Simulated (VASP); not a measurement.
A run of VASP 6.6.1 is set up as follows.

File POSCAR:

```
CdTe
1.0
    0.0000000000      3.2799551162      3.2143560138
    3.2799551162      0.0000000000      3.2143560138
    3.2799551162      3.2799551162      0.0000000000
Cd Te
1 1
Direct
    0.0000000000      0.0000000000      0.0000000000
    0.2500000000      0.2500000000      0.2500000000
```

File INCAR.step1:

```
SYSTEM = CdTe
PREC = Accurate
ENCUT = 520
EDIFF = 1E-5
ISMEAR = 0
SIGMA = 0.01
LREAL = .FALSE.
LASPH = .TRUE.
NELM = 100
ALGO = Normal
ISIF = 2
LWAVE = .TRUE.
GGA = PE
NBANDS = 16
```

The input INCAR.step2:

```
SYSTEM = CdTe
PREC = Accurate
ENCUT = 520
EDIFF = 1E-6
ISMEAR = 0
SIGMA = 0.01
LREAL = .FALSE.
LASPH = .TRUE.
NELM = 100
ALGO = Normal
ISIF = 2
LWAVE = .FALSE.
LCHARG = .TRUE.
GGA = PE
LHFCALC = .TRUE.
HFSCREEN = 0.2079
PRECFOCK = Normal
LELF = .TRUE.
LVHAR = .TRUE.
ISTART = 1
NBANDS = 16
```

KPOINTS

```
regular mesh
0
G
  4 4 4
  0 0 0
```

Potentials or basis: VASP PAW PBE potentials, release 64 (Cd, Te).

The run is started by

```sh
$ cat potpaw_PBE.64/Cd/POTCAR potpaw_PBE.64/Te/POTCAR > POTCAR
$ cp INCAR.step1 INCAR
$ mpirun -np 1 vasp_std > vasp.out
$ cp INCAR.step2 INCAR
$ mpirun -np 1 vasp_std > vasp.out
```

(1) Predict the band gap on the k mesh.

(2) Estimate the pressure.

## Answers

(1) 1.47 eV.

(2) 1.1 GPa.

Caveat: the cell differs from its parent crystal (uniaxial z strain -2.0%); the PAW data sets were made with another functional, which shifts forces and pressure a little; spin-orbit coupling is left out, which moves the levels of the heavy elements.
